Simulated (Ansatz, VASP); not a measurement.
Ru in VASP and in Ansatz

File INCAR:

```
SYSTEM = Ru
AGGAC = 1.0
AGGAX = 1.0
ALDAC = 0.0
ALDAX = 1.0
ALGO = Normal
EDIFF = 1E-6
ENCUT = 520
GGA = B5
ISIF = 2
ISMEAR = -1
LASPH = .TRUE.
LCHARG = .TRUE.
LELF = .TRUE.
LREAL = .FALSE.
LVHAR = .TRUE.
LWAVE = .FALSE.
NBANDS = 21
NELM = 60
PREC = Accurate
SIGMA = 0.1
```

KPOINTS

```
k-points
0
G
  11 11 11
  0 0 0
```

Contents of POSCAR:

```
Ru
1.0
    0.0000000000      2.8756922589      2.8756922589
    2.8756922589      0.0000000000      2.8756922589
    2.8756922589      2.8756922589      0.0000000000
Ru
2
Direct
    0.1250000000      0.1250000000      0.1250000000
    0.8750000000      0.8750000000      0.8750000000
```

Input for Ansatz:

```yaml
crystal:
  lattice:
    - [0.0, 2.8756922589, 2.8756922589]
    - [2.8756922589, 0.0, 2.8756922589]
    - [2.8756922589, 2.8756922589, 0.0]
  atoms:
    - { symbol: Ru, position: [0.125, 0.125, 0.125] }
    - { symbol: Ru, position: [0.875, 0.875, 0.875] }
hamiltonian:
  xc: blyp
  pseudopotentials:
    kind: paw
    azcp:
      Ru: "pseudopotentials/Ru.paw.azcp"
basis:
  ecutwfc: 420
  fft_grid_basis: typed
kpoints:
  mp_grid: { grid: [11, 11, 11], shift: [0, 0, 0] }
magnetization:
  spin_polarized: false
scf:
  occupations: { method: fermi_dirac, width: 0.1 }
  lower_state_search: "off"
output:
  stress: true
```

Alike in both runs: task single point; functional BLYP; k mesh 11 × 11 × 11; occupations fermi-dirac, width 0.1 eV; no spin polarisation.

|  | VASP | Ansatz |
| --- | --- | --- |
| version | VASP 6.6.1 | Ansatz 0.2.0 |
| potentials or method | VASP PAW PBE potentials, release 64 (Ru_pv), cutoff 520 eV | plane waves (420 eV) with PAW, scalar-relativistic |
| valence electrons in the cell | 28 | 32 |

|  | VASP | Ansatz | Ansatz less VASP |
| --- | --- | --- | --- |
| pressure (GPa) | -12.0 | -12.3 | -0.32 |

VASP's potentials were made for PBE, not for BLYP. VASP's potentials hold 28 valence electrons a cell and Ansatz's 32, so a difference there can come from the potentials and not from the codes.
